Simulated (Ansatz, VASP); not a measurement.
Si2W in VASP and in Ansatz

File INCAR:

```
  ALGO = Normal
  EDIFF = 1E-6
  EDIFFG = -0.01
  ENCUT = 600
  GGA = PE
  IBRION = 2
  ISIF = 3
  ISMEAR = 0
  LASPH = True
  LCHARG = False
  LREAL = False
  LWAVE = False
  NELM = 60
  NSW = 100
  PREC = Accurate
  SIGMA = 0.1
```

KPOINTS

```
k-points
0
Gamma
  10 10 10
```

POSCAR

```
Si2W
1.0
    0.0000000000      3.4127653068      3.4127653068
    3.4127653068      0.0000000000      3.4127653068
    3.4127653068      3.4127653068      0.0000000000
Si W
4 2
Direct
    0.1250000000      0.1250000000      0.1250000000
    0.6250000000      0.1250000000      0.1250000000
    0.1250000000      0.1250000000      0.6250000000
    0.1250000000      0.6250000000      0.1250000000
    0.5000000000      0.5000000000      0.5000000000
    0.7500000000      0.7500000000      0.7500000000
```

Input for Ansatz:

```yaml
crystal:
  lattice:
    - [0.0, 3.4127653068, 3.4127653068]
    - [3.4127653068, 0.0, 3.4127653068]
    - [3.4127653068, 3.4127653068, 0.0]
  atoms:
    - { symbol: Si, position: [0.125, 0.125, 0.125] }
    - { symbol: Si, position: [0.625, 0.125, 0.125] }
    - { symbol: Si, position: [0.125, 0.125, 0.625] }
    - { symbol: Si, position: [0.125, 0.625, 0.125] }
    - { symbol: W, position: [0.5, 0.5, 0.5] }
    - { symbol: W, position: [0.75, 0.75, 0.75] }
basis:
  ecutwfc: 420
kpoints:
  mp_grid: { grid: [10, 10, 10] }
hamiltonian:
  xc: pbe
scf:
  occupations: { method: gaussian, width: 0.1 }
output:
  forces: true
  stress: true
  eigenvalues: true
relax:
  adjacent_minimum: "off"
  f_tol: 0.01
  max_steps: 80
  cell: { stress_tol: 0.05 }
```

Alike in both runs: task relaxation of cell and atoms; functional PBE; k mesh 10 × 10 × 10; occupations gaussian, width 0.1 eV; no spin polarisation.

```csv
,VASP,Ansatz
version,VASP 6.6.1,Ansatz 0.2.0
potentials or method,"VASP PAW PBE potentials, release 64 (Si, W_sv), cutoff 600 eV","scalar-relativistic, plane waves, PAW"
valence electrons in the cell,44,44
```

```csv
,VASP,Ansatz,Ansatz less VASP
"gap on the k mesh at the Fermi level, each at its own relaxed structure (eV)",none,none,-
relaxed volume (Å³/atom),13.27,13.27,+0.001
relaxed length of the cell vector where the two differ most in proportion (Å),4.829,4.829,+0.0001
```

A gap of «none» marks a metal or a gap that the smearing closes.

Neither program's run includes spin-orbit coupling.
